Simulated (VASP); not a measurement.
Runs of VASP 6.6.1 on Sb3Os. The structure is that of space group Pm-3m (No. 221), or close to it. The cells are those of the table. 

| task | cell | k mesh | cutoff (eV) | gap on the mesh (eV) | pressure (GPa) | relaxed volume (Å³/atom) |
| --- | --- | --- | --- | --- | --- | --- |
| relaxation of cell and atoms | relaxed from a = 4.477 Å, 4 atoms | 10 × 10 × 10 | 600 | none | 0.0 | (a) |
| relaxation of cell and atoms | relaxed from a = 4.558 Å, 4 atoms | 4 × 4 × 4 | 600 | none | 0.0 | 22.42 |
| single point | a = 4.477 Å, 4 atoms | 4 × 4 × 4 | 520 | none | -0.1 | - |
| single point | a = 4.558 Å, 4 atoms | 4 × 4 × 4 | 520 | none | -4.9 | - |
| single point | a = 4.479 Å, 4 atoms | 10 × 10 × 10 | 520 | none | -0.1 | - |

Alike in all rows: level PBE; potentials or basis VASP PAW PBE potentials, release 64 (Sb, Os); no spin polarisation; smearing gaussian 0.1 eV.

**Question.** Estimate the missing entries.

**Answer.** (a) 22.44.

Caveats: spin-orbit coupling is left out, which moves the levels of the heavy elements.

A k mesh can miss the band edges, and the runs leave out spin-orbit coupling on Os, Sb.

A gap of «none» marks levels without a gap at the run's occupations.
